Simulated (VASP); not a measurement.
# Ni (Im-3m) in VASP: settings compared

The runs below take Ni through single point, with r2SCAN, r2SCAN0.

Everything below comes from runs of VASP 6.6.1. Logs are shortened: lines on timing, memory, paths and dates and some standing lists are left out, and cuts for length are marked.

## 1. The cell of the first run

Symmetry: Im-3m, No. 229, cubic system. Conventional cell: a = 2.756 Å, b = 2.756 Å, c = 2.756 Å, α = 90.00°, β = 90.00°, γ = 90.00°. Ni (site symmetry m-3m) has 14 Ni at 2.39 to 2.76 Å within 3.2 Å.

## 2. Single point, r2SCAN, non-collinear spin, zero start, spin-orbit coupling

Contents of POSCAR:

```
Ni
1.0
   -1.3779765466      1.3779765466      1.3779765466
    1.3779765466     -1.3779765466      1.3779765466
    1.3779765466      1.3779765466     -1.3779765466
Ni
1
Direct
    0.0000000000      0.0000000000      0.0000000000
```

Contents of INCAR.step1:

```
PREC     = Accurate       # precision mode
ENCUT    = 520            # plane-wave cutoff, eV
ISMEAR   = -1             # smearing method
SIGMA    = 0.1            # smearing width, eV
LREAL    = False          # projectors in reciprocal space
LASPH    = True           # aspherical terms in the spheres
NELM     = 150            # most SCF steps
LNONCOLLINEAR= True           # non-collinear magnetism
MAGMOM   = 0 0 0          # initial moments
LSORBIT  = True           # spin-orbit coupling
GGA_COMPAT= False        
LMAXMIX  = 4              # l up to which the mixer works
NBANDS   = 21             # bands
GGA      = PE             # functional
ALGO     = Normal         # electronic algorithm
EDIFF    = 1E-4           # SCF threshold, eV
LWAVE    = True           # write WAVECAR
LCHARG   = False          # write CHGCAR
```

Contents of INCAR.step2:

```
PREC     = Accurate       # precision mode
ENCUT    = 520            # plane-wave cutoff, eV
EDIFF    = 1E-6           # SCF threshold, eV
ISMEAR   = -1             # smearing method
SIGMA    = 0.1            # smearing width, eV
LREAL    = False          # projectors in reciprocal space
LASPH    = True           # aspherical terms in the spheres
NELM     = 150            # most SCF steps
ALGO     = Normal         # electronic algorithm
ISIF     = 2              # what is computed and relaxed
LWAVE    = False          # write WAVECAR
LCHARG   = False          # write CHGCAR
LNONCOLLINEAR= True           # non-collinear magnetism
MAGMOM   = 0 0 0          # initial moments
LORBIT   = 11             # projections on sites
LSORBIT  = True           # spin-orbit coupling
GGA_COMPAT= False        
LORBMOM  = True         
LMAXMIX  = 4              # l up to which the mixer works
METAGGA  = R2SCAN         # meta-GGA
LMIXTAU  = True         
NBANDS   = 21             # bands
ISTART   = 1
```

Contents of KPOINTS:

```
Automatic mesh
0
Gamma
  16 16 16
```

Potentials or basis: VASP PAW PBE potentials, release 64 (Ni).

Started as:

```sh
cat potpaw_PBE.64/Ni/POTCAR > POTCAR
cp INCAR.step1 INCAR
mpirun -np 1 vasp_ncl > vasp.out
cp INCAR.step2 INCAR
mpirun -np 1 vasp_ncl > vasp.out
```

OUTCAR:

```text
PREC = Accurate
   ENCUT = 520
   EDIFF = 1E-6
   ISMEAR = -1
   LREAL = False
   LASPH = True
   NELM = 150
   ISIF = 2
   LNONCOLLINEAR = True
   LORBIT = 11
   LSORBIT = True
   METAGGA = R2SCAN
   ISTART = 1

 ion  position               nearest neighbor table
   1  0.000  0.000  0.000-

  LATTYP: Found a body centered cubic cell.
 ALAT       =     2.7559530932

  Lattice vectors:

 A1 = (  -1.3779765466,   1.3779765466,   1.3779765466)
 A2 = (   1.3779765466,  -1.3779765466,   1.3779765466)
 A3 = (   1.3779765466,   1.3779765466,  -1.3779765466)

Analysis of symmetry for initial positions (statically):
=====================================================================
 Subroutine PRICEL returns:
 Original cell was already a primitive cell.

 Routine SETGRP: Setting up the symmetry group for a
 body centered cubic supercell.

 Subroutine GETGRP returns: Found 48 space group operations
 (whereof 48 operations were pure point group operations)
 out of a pool of 48 trial point group operations.

The static configuration has the point symmetry O_h .

Analysis of symmetry for dynamics (positions and initial velocities):
=====================================================================
 Subroutine PRICEL returns:
 Original cell was already a primitive cell.

 Routine SETGRP: Setting up the symmetry group for a
 body centered cubic supercell.

 Subroutine GETGRP returns: Found 48 space group operations
 (whereof 48 operations were pure point group operations)
 out of a pool of 48 trial point group operations.

The dynamic configuration has the point symmetry O_h .

Analysis of structural, dynamic, and magnetic symmetry:
=====================================================================
 Subroutine PRICEL returns:
 Original cell was already a primitive cell.

 Routine SETGRP: Setting up the symmetry group for a
 body centered cubic supercell.

 Subroutine GETGRP returns: Found 48 space group operations
 (whereof 48 operations were pure point group operations)
 out of a pool of 48 trial point group operations.

The overall configuration has the point symmetry O_h .

 Subroutine INISYM returns: Found 48 space group operations
 (whereof 48 operations are pure point group operations),
 and found     1 'primitive' translations

----------------------------------------------------------------------------------------

                                     Primitive cell

  volume of cell :      10.4661

  direct lattice vectors                    reciprocal lattice vectors
    -1.377976547  1.377976547  1.377976547     0.000000000  0.362850878  0.362850878
     1.377976547 -1.377976547  1.377976547     0.362850878  0.000000000  0.362850878
     1.377976547  1.377976547 -1.377976547     0.362850878  0.362850878  0.000000000

  length of vectors
     2.386725390  2.386725390  2.386725390     0.513148633  0.513148633  0.513148633

  position of ions in fractional coordinates (direct lattice)
     0.000000000  0.000000000  0.000000000

  ion indices of the primitive-cell ions
   primitive index   ion index
                 1           1

----------------------------------------------------------------------------------------

 KPOINTS: Automatic mesh

Automatic generation of k-mesh.
 Grid dimensions read from file:
 generate k-points for:   16   16   16

 Generating k-lattice:

  Cartesian coordinates                     Fractional coordinates (reciprocal lattice)
     0.000000000  0.022678180  0.022678180     0.062500000  0.000000000  0.000000000
     0.022678180  0.000000000  0.022678180     0.000000000  0.062500000  0.000000000
     0.022678180  0.022678180  0.000000000     0.000000000  0.000000000  0.062500000

  Length of vectors
     0.032071790  0.032071790  0.032071790

  Shift w.r.t. Gamma in fractional coordinates (k-lattice)
     0.000000000  0.000000000  0.000000000

 Subroutine IBZKPT returns following result:
 ===========================================

 Found    145 irreducible k-points:

 Following reciprocal coordinates:
            Coordinates               Weight
  0.000000  0.000000  0.000000      1.000000
  0.062500  0.000000  0.000000     12.000000
  0.125000  0.000000  0.000000     12.000000
  0.187500  0.000000  0.000000     12.000000
  0.250000  0.000000  0.000000     12.000000
  0.312500  0.000000  0.000000     12.000000
[... 16 lines left out ...]
  0.187500  0.187500  0.000000     24.000000
  0.250000  0.187500  0.000000     48.000000
 [... further k-points ...]
   k-points           NKPTS =    145   k-points in BZ     NKDIM =    145   number of bands    NBANDS=     21
   number of dos      NEDOS =    301   number of ions     NIONS =      1
   total plane-waves  NPLWV =   5832
   dimension x,y,z NGX =    18 NGY =   18 NGZ =   18
   dimension x,y,z NGXF=    36 NGYF=   36 NGZF=   36
   ions per type =               1
   NGX,Y,Z   is equivalent  to a cutoff of  12.54, 12.54, 12.54 a.u.
   NGXF,Y,Z  is equivalent  to a cutoff of  25.08, 25.08, 25.08 a.u.
 SYSTEM =  unknown system
   PREC   = accura    normal or accurate (medium, high low for compatibility)
   ISTART =      1    job   : 0-new  1-cont  2-samecut
   ICHARG =      0    charge: 1-file 2-atom 10-const
   ISPIN  =      1    spin polarized calculation?
   LNONCOLLINEAR =      T non collinear calculations
   LSORBIT =      T    spin-orbit coupling
   LASPH  =      T    aspherical Exc in radial PAW
   ENCUT  =  520.0 eV  38.22 Ry    6.18 a.u.   4.44  4.44  4.44*2*pi/ulx,y,z
   NELM   =    150;   NELMIN=  2; NELMDL=  0     # of ELM steps
   EDIFF  = 0.1E-05   stopping-criterion for ELM
   LREAL  =      F    real-space projection
   EDIFFG = 0.1E-04   stopping-criterion for IOM
   NSW    =      0    number of steps for IOM
   IBRION =     -1    ionic relax: 0-MD 1-quasi-New 2-CG
   NFREE  =      0    steps in history (QN), initial steepest desc. (CG)
   ISIF   =      2    stress and relaxation
   ISYM   =      2    0-nonsym 1-usesym 2-fastsym
   POTIM  = 0.5000    time-step for ionic-motion
   TEBEG  =    0.0;   TEEND  =   0.0 temperature during run
   PSTRESS=    0.0 pullay stress
   NELECT =      10.0000    total number of electrons
   NUPDOWN=      -1.0000    fix difference up-down
   EMIN   =  10.00;   EMAX   =-10.00  energy-range for DOS
   EFERMI =   0.00;   METHOD = LEGACY
   ISMEAR =    -1;   SIGMA  =   0.10  broadening in eV -4-tet -1-fermi 0-gaus
   EFERMI_NEDOS =   21; number of points for ismear=-14 and -15
   IALGO  =     38    algorithm
   IMIX   =      4    mixing-type and parameters
     AMIX     =   0.40;   BMIX     =  1.00
     AMIX_MAG =   1.60;   BMIX_MAG =  1.00
  volume/ion in A,a.u.               =      10.47        70.63
  Fermi-wavevector in a.u.,A,eV,Ry     =   1.612426  3.047042 35.374007  2.599916
  Thomas-Fermi vector in A             =   2.707658
   LORBIT       =     11    0 simple, 1 ext, 2 COOP (PROOUT), +10 PAW based schemes
   METAGGA = R2SCAN    functional components
   LHFCALC =     F    Hartree Fock is set to
   AEXX    =    0.0000 exact exchange contribution
   IVDW    =     0    specifies the selected vdW correction
   LEPSILON=     F    determine dielectric tensor
   LRPA    =     F    only Hartree local field effects (RPA)
  energy-cutoff  :      520.00
  volume of cell :       10.47
 maximum number of plane-waves:       642
 NGX is ok and might be reduce to    18
   NGX =  9   NGY =  9   NGZ =  9

 number of electron      10.0000010 magnetization       0.0000000     -0.0000000      0.0000000

 number of electron      10.0000010 magnetization      -0.0000000      0.0000000     -0.0000000

 Free energy of the ion-electron system (eV)
  ---------------------------------------------------
  ext. energy  EPLUGINS =         0.00000000
  ---------------------------------------------------
  free energy    TOTEN  =       -11.81555925 eV

  energy without entropy =      -11.75495080  energy(sigma->0) =      -11.78525503

 E-fermi :   9.5253     XC(G=0): -14.6174

 val. band max:        9.5230475439   @ k =   0.3125   0.0625   0.0000
 cond. band min:       9.5266852095   @ k =  -0.3750   0.5000   0.1875
 fundamental gap:      0.0036376655
 Fermi energy:         9.5253236865

 k-point     1 :       0.0000    0.0000    0.0000
  band No.  band energies     occupation
      1       0.0978      1.00000
      2       0.0978      1.00000
      3       7.4381      1.00000
      4       7.4381      1.00000
      5       7.4381      1.00000
      6       7.4381      1.00000
[... 13 lines left out ...]
     20      42.8515      0.00000
     21      42.8515      0.00000

 k-point     2 :       0.0625    0.0000    0.0000
  band No.  band energies     occupation
      1       0.2709      1.00000
      2       0.2709      1.00000
      3       7.4130      1.00000
      4       7.4130      1.00000
      5       7.4656      1.00000
      6       7.4656      1.00000
[... 520 lines left out ...]
 k-point    24 :       0.2500    0.1875    0.0000
  band No.  band energies     occupation
      1       4.9029      1.00000
      2       4.9029      1.00000
      3       6.6162      1.00000
      4       6.6162      1.00000
      5       6.9793      1.00000
      6       6.9793      1.00000
[... 13 lines left out ...]
     20      38.0938      0.00000
     21      42.1728      0.00000

 [... further k-points ...]
[... 5 lines left out ...]
  --------------------------------------------------------------------------------------
  -------------------------------------------------------------------------------------
  Total        0.0443626      0.0443626      0.0443626     -0.0000000      0.0000000     -0.0000000
  in kB        6.7911294      6.7911294      6.7911294     -0.0000000      0.0000000     -0.0000000
  external PRESSURE =       6.7911294 kB  Pullay stress =       0.0000000 kB

 VOLUME and BASIS-vectors are now :
 -----------------------------------------------------------------------------
  energy-cutoff  :      520.00
  volume of cell :       10.47
      direct lattice vectors                 reciprocal lattice vectors
    -1.377976547  1.377976547  1.377976547     0.000000000  0.362850878  0.362850878
     1.377976547 -1.377976547  1.377976547     0.362850878  0.000000000  0.362850878
     1.377976547  1.377976547 -1.377976547     0.362850878  0.362850878  0.000000000

 POSITION                                       TOTAL-FORCE (eV/Angst)
 -----------------------------------------------------------------------------------
      0.00000      0.00000      0.00000        -0.000000      0.000000     -0.000000
 -----------------------------------------------------------------------------------
    total drift:                                0.000000     -0.000000      0.000000

  FREE ENERGIE OF THE ION-ELECTRON SYSTEM (eV)
  ---------------------------------------------------
  free  energy   TOTEN  =       -11.8155592539 eV

  energy  without entropy=      -11.7549507990  energy(sigma->0) =      -11.78525503

 orbital moment (x)

 # of ion     p       d       tot
 ----------------------------------------
  1         0.000   0.000   0.000
 ----------------------------------------
            0.000   0.000   0.000

 orbital moment (y)

 # of ion     p       d       tot
 ----------------------------------------
  1        -0.000  -0.000  -0.000
 ----------------------------------------
           -0.000  -0.000  -0.000

 orbital moment (z)

 # of ion     p       d       tot
 ----------------------------------------
  1         0.000   0.000   0.000
 ----------------------------------------
            0.000   0.000   0.000

 Spin-Orbit-Coupling matrix elements

 Ion:    1  E_soc:     -0.0197193
 l=   1
     0.0000000    -0.0004040    -0.0004040
    -0.0004040     0.0000000    -0.0004040
    -0.0004040    -0.0004040     0.0000000
 l=   2
     0.0000000    -0.0005917     0.0000000    -0.0005917    -0.0022909
    -0.0005917     0.0000000    -0.0017182    -0.0005917    -0.0005727
     0.0000000    -0.0017182     0.0000000    -0.0017182     0.0000000
    -0.0005917    -0.0005917    -0.0017182     0.0000000    -0.0005727
    -0.0022909    -0.0005727     0.0000000    -0.0005727     0.0000000
 l=   3
     0.0000000     0.0000000     0.0000000     0.0000000     0.0000000     0.0000000     0.0000000
     0.0000000     0.0000000     0.0000000     0.0000000     0.0000000     0.0000000     0.0000000
     0.0000000     0.0000000     0.0000000     0.0000000     0.0000000     0.0000000     0.0000000
     0.0000000     0.0000000     0.0000000     0.0000000     0.0000000     0.0000000     0.0000000
     0.0000000     0.0000000     0.0000000     0.0000000     0.0000000     0.0000000     0.0000000
     0.0000000     0.0000000     0.0000000     0.0000000     0.0000000     0.0000000     0.0000000
     0.0000000     0.0000000     0.0000000     0.0000000     0.0000000     0.0000000     0.0000000

 total charge

# of ion       s       p       d       tot
------------------------------------------
    1        0.519   0.535   8.371   9.425

 magnetization (x)

# of ion       s       p       d       tot
------------------------------------------
    1       -0.000  -0.000  -0.000  -0.000

 magnetization (y)

# of ion       s       p       d       tot
------------------------------------------
    1        0.000   0.000   0.000   0.000

 magnetization (z)

# of ion       s       p       d       tot
------------------------------------------
    1        0.000   0.000  -0.000   0.000
```

Run time: 6.6 min. Hardware: 1 thread of AMD EPYC 7R43 (Zen 3), shared host; peak memory 0.15 GiB.

Results:

- Free energy: -11.8156 eV
- Pressure: 0.7 GPa
- Net moment: 0.00 μB per cell
- Valence electrons inside the program's atomic spheres: Ni 9.43

Moments on the atoms (μB; x, y, z):
```
Ni  0.00 0.00 0.00
```

Caveat: the PAW data sets were made with another functional, which shifts forces and pressure a little.

## 3. Single point, r2SCAN0

Contents of POSCAR:

```
Ni
1.0
   -1.3779765464      1.3779765464      1.3779765464
    1.3779765464     -1.3779765464      1.3779765464
    1.3779765464      1.3779765464     -1.3779765464
Ni
1
Direct
    0.0000000000      0.0000000000      0.0000000000
```

Contents of INCAR.step1:

```
SYSTEM = Ni
  PREC = Accurate
  ENCUT = 520
  EDIFF = 1E-5
  ISMEAR = -1
  SIGMA = 0.1
  LREAL = .FALSE.
  LASPH = .TRUE.
  NELM = 60
  ALGO = Normal
  ISIF = 2
  LWAVE = .TRUE.
  LCHARG = .FALSE.
  GGA = PE
  NBANDS = 11
```

Contents of INCAR.step2:

```
SYSTEM = Ni
  PREC = Accurate
  ENCUT = 520
  EDIFF = 1E-7
  ISMEAR = -1
  SIGMA = 0.1
  LREAL = .FALSE.
  LASPH = .TRUE.
  NELM = 60
  ALGO = Normal
  ISIF = 2
  LWAVE = .FALSE.
  LCHARG = .FALSE.
  METAGGA = R2SCAN
  LHFCALC = .TRUE.
  AEXX = 0.25
  LMIXTAU = .TRUE.
  PRECFOCK = Normal
  ISTART = 1
  NBANDS = 11
```

Contents of KPOINTS:

```
regular mesh
0
G
  8 8 8
  0 0 0
```

Potentials or basis: VASP PAW PBE potentials, release 64 (Ni).

Started as:

```sh
cat potpaw_PBE.64/Ni/POTCAR > POTCAR
cp INCAR.step1 INCAR
mpirun -np 1 vasp_std > vasp.out
cp INCAR.step2 INCAR
mpirun -np 1 vasp_std > vasp.out
```

It took 27 min on 1 thread of Intel Xeon Platinum 8488C (Sapphire Rapids), shared host; peak memory 0.14 GiB.

Results (log left out):

| Property | Result |
| --- | --- |
| Free energy | -11.5176 eV |
| Pressure | -4.1 GPa |
| Band gap on the k mesh | zero (band 5 reaches 9.92 eV, above the bottom of band 6 at 6.87 eV) |

Levels at points of the mesh, in eV from the Fermi level:
| k point | band 1 | band 2 | band 3 | band 4 | band 5 | band 6 | band 7 | band 8 | band 9 | band 10 |
| --- | --- | --- | --- | --- | --- | --- | --- | --- | --- | --- |
| (0.00, 0.00, 0.00) | -10.22 | -2.88 | -2.88 | -2.88 | -1.97 | -1.97 | 29.87 | 29.87 | 29.87 | 35.40 |
| (0.50, 0.00, 0.00) | -5.85 | -4.08 | -1.79 | -1.64 | 1.08 | 1.23 | 9.23 | 22.28 | 23.98 | 27.68 |
| (0.50, 0.50, 0.50) | -5.81 | -5.81 | 0.48 | 0.48 | 0.48 | 12.45 | 12.45 | 12.45 | 18.64 | 18.64 |

Caveat: the k points lie up to 0.40 Å⁻¹ apart; the PAW data sets were made with another functional, which shifts forces and pressure a little; the run has no spin polarisation, though such a crystal can be magnetic. Spin polarisation is off, so any magnetic state and its effect on volume and gap are missing.
